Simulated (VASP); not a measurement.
A run of VASP 6.6.1:

The input INCAR:

```
SYSTEM = K
PREC = Accurate
ENCUT = 520
EDIFF = 1E-6
ISMEAR = -1
SIGMA = 0.1
LREAL = .False.
LASPH = .True.
NELM = 80
ALGO = Normal
ISIF = 2
LWAVE = .False.
LCHARG = .True.
LELF = .True.
LVHAR = .True.
NBANDS = 10
```

Contents of KPOINTS:

```
regular mesh
0
Gamma
  10 10 10
  0 0 0
```

The input POSCAR:

```
K
1.0
    0.0000000000      3.3090607304      3.3090607304
    3.3090607304      0.0000000000      3.3090607304
    3.3090607304      3.3090607304      0.0000000000
K
1
Direct
    0.0000000000      0.0000000000      0.0000000000
```

Potentials or basis: VASP PAW LDA potentials, release 64 (K_sv).

Run with:

```sh
$ cat potpaw_LDA.64/K_sv/POTCAR > POTCAR
$ mpirun -np 1 vasp_std > vasp.out
```

Hardware: 1 thread of Intel Xeon 8259CL, on a shared host.

Q: How long does it take, and how much memory?

A: It took 40 s on 1 thread of Intel Xeon 8259CL (shared host), peak memory 0.18 GiB. Counts: scf iterations 10, k points 47.
